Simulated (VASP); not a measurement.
# CdS: relaxation of cell and atoms with revPBE+D4

The system is CdS.

```
Cd S
1.0
     0.00000    2.75324    2.75324
     2.75324    0.00000    2.75324
     2.75324    2.75324    0.00000
Cd S
1 1
Cartesian
  0.0000 0.0000 0.0000
  2.7532 2.7532 2.7532
```

| Property | Result |
| --- | --- |
| Program | VASP 6.6.1 |
| Task | relaxation of cell and atoms |
| Functional | revPBE |
| Dispersion | D4 |
| Potentials or basis | VASP PAW PBE potentials, release 64 (Cd_sv_GW, S) |
| Cutoff | 540 eV |
| k mesh | 8 × 8 × 8 |
| Occupations | fermi-dirac, width 0.05 eV |
| Spin | no spin polarisation |
| Dipole correction | no |
| Second run | valence_matched |
| Further INCAR settings | ALGO = Normal; EDIFF = 1e-07; IBRION = 2; EDIFFG = -0.01; NSW = 60; ISIF = 3 |

The relaxed volume is 19.53 Å³/atom, the relaxed cell is a = 3.808 Å, b = 3.808 Å, c = 3.808 Å, α = 60.00°, β = 60.00°, γ = 60.00° and the space group after relaxing (to 0.05 Å) is Fm-3m (No. 225). The energy gained by relaxing is 22.9 meV/atom. The ionic steps are 3. The pressure after relaxing is 0.0 GPa, the band gap on the k mesh is 0.34 eV, indirect (least direct gap 2.10 eV) and the dispersion energy per atom is -0.727 eV.

Step by step:
| step | energy change (eV) | largest force (eV/Å) | pressure (GPa) | volume (Å³) |
| --- | --- | --- | --- | --- |
| 1 | 0.0000 | 0.0000 | -5.14 | 41.74 |
| 2 | -0.0343 | 0.0000 | 3.10 | 37.83 |
| 3 | -0.0458 | 0.0000 | 0.00 | 39.06 |

Final structure:
```
Cd S
1.0
     0.00000    2.69296    2.69296
     2.69296    0.00000    2.69296
     2.69296    2.69296    0.00000
Cd S
1 1
Direct
  0.00000 0.00000 0.00000
  0.50000 0.50000 0.50000
```

Levels at points of the mesh, in eV from the valence-band top:
| k point | band 11 | band 12 | band 13 | band 14 | band 15 | band 16 |
| --- | --- | --- | --- | --- | --- | --- |
| (0.00, 0.00, 0.00) | -0.86 | -0.86 | -0.86 | 1.24 | 9.25 | 9.25 |
| (0.50, 0.00, 0.00) | -5.03 | 0.00 | 0.00 | 3.54 | 5.92 | 5.92 |
| (0.50, 0.50, 0.00) | -4.53 | -2.33 | -2.33 | 0.34 | 6.01 | 10.22 |

It took 54 s on 1 thread of Intel(R) Xeon(R) Platinum 8375C CPU @ 2.90GHz (Ice Lake), with other jobs on the host, peak memory 0.2 GiB.

Caveat: the PAW data sets were made with another functional, which shifts forces and pressure a little. A k mesh can miss the band edges.
